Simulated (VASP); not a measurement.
# ZnS (P3m1) in VASP: single point with PBE

Aim: the single point of ZnS with PBE.

Everything below comes from runs of VASP 6.6.1. Logs are shortened: lines on timing, memory, paths and dates and some standing lists are left out, and cuts for length are marked.

### 1 The cell of the first run

It takes space group P3m1 (No. 156, trigonal). Conventional cell: a = 3.811 Å, b = 3.811 Å, c = 6.234 Å, α = 90.00°, β = 90.00°, γ = 120.00°. Zn (site symmetry 3m) has 4 S at 2.25 to 2.31 Å within 3.0 Å. Within 3.1 Å of Zn (site symmetry 3m) lie 4 S at 2.36 to 2.40 Å. S (site symmetry 3m) has 4 Zn at 2.25 to 2.36 Å within 3.0 Å. S (site symmetry 3m) has 4 Zn at 2.31 to 2.40 Å within 3.1 Å.

### 2 Single point, PBE (atom 3 (S) moved -0.150 Å along Cartesian [0 0 1])

Input file INCAR:

```
SYSTEM = ZnS
ALGO = Normal
EDIFF = 1E-6
ENCUT = 520
GGA = PE
ISIF = 2
ISMEAR = 0
LASPH = .TRUE.
LCHARG = .TRUE.
LELF = .TRUE.
LREAL = .FALSE.
LVHAR = .TRUE.
LWAVE = .FALSE.
NBANDS = 26
NELM = 60
PREC = Accurate
SIGMA = 0.05
```

Input file KPOINTS:

```
k-points
0
G
  12 12 6
  0 0 0
```

Input file POSCAR:

```
ZnS
1.0
    3.8109987816      0.0000000000      0.0000000000
   -1.9054993908      3.3004217586      0.0000000000
    0.0000000000      0.0000000000      6.2340000000
Zn S
2 2
Direct
    0.3333333333      0.6666666667      0.0000000000
    0.6666666667      0.3333333333      0.5000000000
    0.3333333333      0.6666666667      0.3609384023
    0.6666666667      0.3333333333      0.8850000000
```

Potentials or basis: VASP PAW PBE potentials, release 64 (Zn, S).

Started as:

```sh
> cat potpaw_PBE.64/Zn/POTCAR potpaw_PBE.64/S/POTCAR > POTCAR
> mpirun -np 1 vasp_std > vasp.out
```

OUTCAR:

```text
SYSTEM = ZnS
   EDIFF = 1E-6
   ENCUT = 520
   GGA = PE
   ISIF = 2
   ISMEAR = 0
   LASPH = .TRUE.
   LREAL = .FALSE.
   NELM = 60
   PREC = Accurate

 ion  position               nearest neighbor table
   1  0.333  0.667  0.000-   3 2.25   4 2.31   4 2.31   4 2.31
   2  0.667  0.333  0.500-   3 2.36   3 2.36   3 2.36   4 2.40
   3  0.333  0.667  0.361-   1 2.25   2 2.36   2 2.36   2 2.36
   4  0.667  0.333  0.885-   1 2.31   1 2.31   1 2.31   2 2.40

  LATTYP: Found a hexagonal cell.
 ALAT       =     3.8109987816
 C/A-ratio  =     1.6357916539

  Lattice vectors:

 A1 = (   3.8109987816,   0.0000000000,   0.0000000000)
 A2 = (  -1.9054993908,   3.3004217586,   0.0000000000)
 A3 = (   0.0000000000,   0.0000000000,   6.2340000000)

Analysis of symmetry for initial positions (statically):
=====================================================================
 Subroutine PRICEL returns:
 Original cell was already a primitive cell.

 Routine SETGRP: Setting up the symmetry group for a
 hexagonal supercell.

 Subroutine GETGRP returns: Found  6 space group operations
 (whereof  6 operations were pure point group operations)
 out of a pool of 24 trial point group operations.

The static configuration has the point symmetry C_3v.

Analysis of symmetry for dynamics (positions and initial velocities):
=====================================================================
 Subroutine PRICEL returns:
 Original cell was already a primitive cell.

 Routine SETGRP: Setting up the symmetry group for a
 hexagonal supercell.

 Subroutine GETGRP returns: Found  6 space group operations
 (whereof  6 operations were pure point group operations)
 out of a pool of 24 trial point group operations.

The dynamic configuration has the point symmetry C_3v.

 Subroutine INISYM returns: Found  6 space group operations
 (whereof  6 operations are pure point group operations),
 and found     1 'primitive' translations

----------------------------------------------------------------------------------------

                                     Primitive cell

  volume of cell :      78.4106

  direct lattice vectors                    reciprocal lattice vectors
     3.810998782  0.000000000  0.000000000     0.262398405  0.151495789  0.000000000
[... 81 lines left out ...]
   PREC   = accura    normal or accurate (medium, high low for compatibility)
   ISTART =      0    job   : 0-new  1-cont  2-samecut
   ICHARG =      2    charge: 1-file 2-atom 10-const
   ISPIN  =      1    spin polarized calculation?
   LNONCOLLINEAR =      F non collinear calculations
   LSORBIT =      F    spin-orbit coupling
   LASPH  =      T    aspherical Exc in radial PAW
   ENCUT  =  520.0 eV  38.22 Ry    6.18 a.u.   7.09  7.09 11.59*2*pi/ulx,y,z
   NELM   =     60;   NELMIN=  2; NELMDL= -5     # of ELM steps
   EDIFF  = 0.1E-05   stopping-criterion for ELM
   LREAL  =      F    real-space projection
   EDIFFG = 0.1E-04   stopping-criterion for IOM
   NSW    =      0    number of steps for IOM
   IBRION =     -1    ionic relax: 0-MD 1-quasi-New 2-CG
   NFREE  =      0    steps in history (QN), initial steepest desc. (CG)
   ISIF   =      2    stress and relaxation
   ISYM   =      2    0-nonsym 1-usesym 2-fastsym
   POTIM  = 0.5000    time-step for ionic-motion
   TEBEG  =    0.0;   TEEND  =   0.0 temperature during run
   PSTRESS=    0.0 pullay stress
   NELECT =      36.0000    total number of electrons
   NUPDOWN=      -1.0000    fix difference up-down
   EMIN   =  10.00;   EMAX   =-10.00  energy-range for DOS
   EFERMI =   0.00;   METHOD = LEGACY
   ISMEAR =     0;   SIGMA  =   0.05  broadening in eV -4-tet -1-fermi 0-gaus
   EFERMI_NEDOS =   21; number of points for ismear=-14 and -15
   IALGO  =     38    algorithm
   IMIX   =      4    mixing-type and parameters
     AMIX     =   0.40;   BMIX     =  1.00
     AMIX_MAG =   1.60;   BMIX_MAG =  1.00
  volume/ion in A,a.u.               =      19.60       132.29
  Fermi-wavevector in a.u.,A,eV,Ry     =   1.262944  2.386617 21.701656  1.595027
  Thomas-Fermi vector in A             =   2.396326
   LORBIT       =      0    0 simple, 1 ext, 2 COOP (PROOUT), +10 PAW based schemes
   GGA     = PE    functional components
   LHFCALC =     F    Hartree Fock is set to
   AEXX    =    0.0000 exact exchange contribution
   IVDW    =     0    specifies the selected vdW correction
   LEPSILON=     F    determine dielectric tensor
   LRPA    =     F    only Hartree local field effects (RPA)
 non-spin polarized calculation
 Gauss-broadening in eV      SIGMA  =   0.05
  energy-cutoff  :      520.00
  volume of cell :       78.41
 maximum number of plane-waves:      2133
   NGX = 15   NGY = 15   NGZ = 23

 number of electron      35.9999976 magnetization

 Free energy of the ion-electron system (eV)
  ---------------------------------------------------
  ext. energy  EPLUGINS =         0.00000000
  ---------------------------------------------------
  free energy    TOTEN  =       -13.59964579 eV

  energy without entropy =      -13.59964579  energy(sigma->0) =      -13.59964579

 E-fermi :   2.4341     XC(G=0):  -9.6536

 val. band max:        2.1947335766   @ k =   0.0000   0.0000   0.0000
 cond. band min:       4.3769318359   @ k =   0.0000   0.0000   0.0000
 fundamental gap:      2.1821982593
 Fermi energy:         2.4341447402

 k-point     1 :       0.0000    0.0000    0.0000
  band No.  band energies     occupation
      1     -11.0415      2.00000
      2     -10.0677      2.00000
      3      -4.2230      2.00000
      4      -4.2230      2.00000
      5      -4.2190      2.00000
      6      -4.0427      2.00000
[... 685 lines left out ...]
     25      10.5320      0.00000
     26      10.7128      0.00000

 [... further k-points ...]
[... 5 lines left out ...]
  --------------------------------------------------------------------------------------
  -------------------------------------------------------------------------------------
  Total        1.0648722      1.0648722      1.7115156      0.0000000      0.0000000      0.0000000
  in kB       21.7587041     21.7587041     34.9716722      0.0000000      0.0000000      0.0000000
  external PRESSURE =      26.1630268 kB  Pullay stress =       0.0000000 kB

 VOLUME and BASIS-vectors are now :
 -----------------------------------------------------------------------------
  energy-cutoff  :      520.00
  volume of cell :       78.41
      direct lattice vectors                 reciprocal lattice vectors
     3.810998782  0.000000000  0.000000000     0.262398405  0.151495789  0.000000000
    -1.905499391  3.300421759  0.000000000     0.000000000  0.302991579  0.000000000
     0.000000000  0.000000000  6.234000000     0.000000000  0.000000000  0.160410651

 POSITION                                       TOTAL-FORCE (eV/Angst)
 -----------------------------------------------------------------------------------
     -0.00000      2.20028      0.00000         0.000000     -0.000000     -0.363522
      1.90550      1.10014      3.11700         0.000000     -0.000000      0.057339
     -0.00000      2.20028      2.25009        -0.000000      0.000000      1.159787
      1.90550      1.10014      5.51709        -0.000000      0.000000     -0.853604
 -----------------------------------------------------------------------------------
    total drift:                                0.000001     -0.000001      0.000202

  FREE ENERGIE OF THE ION-ELECTRON SYSTEM (eV)
  ---------------------------------------------------
  free  energy   TOTEN  =       -13.5996457899 eV

  energy  without entropy=      -13.5996457899  energy(sigma->0) =      -13.59964579
```

It took 3.5 min on 1 thread of Intel Xeon 6975P-C, shared host; peak memory 0.3 GiB.

What came out:

```yaml
Free_energy: -13.5996 eV
Pressure: 2.6 GPa
Largest_force: 1.160 eV/Å
Band_gap_on_the_k_mesh: 2.18 eV, direct
```

Forces on the atoms (eV/Å):
```
Zn   0.000  0.000 -0.364
Zn   0.000  0.000  0.057
S    0.000  0.000  1.160
S    0.000  0.000 -0.854
```

Stress tensor (GPa, compression positive):
```
2.18 0.00 0.00
0.00 2.18 0.00
0.00 0.00 3.50
```

Caveat: the cell differs from its parent crystal (atom 3 (S) moved -0.150 Å along Cartesian [0 0 1]); forces of over 1 eV/Å act on the atoms, so gaps and moduli don't describe the material at rest.
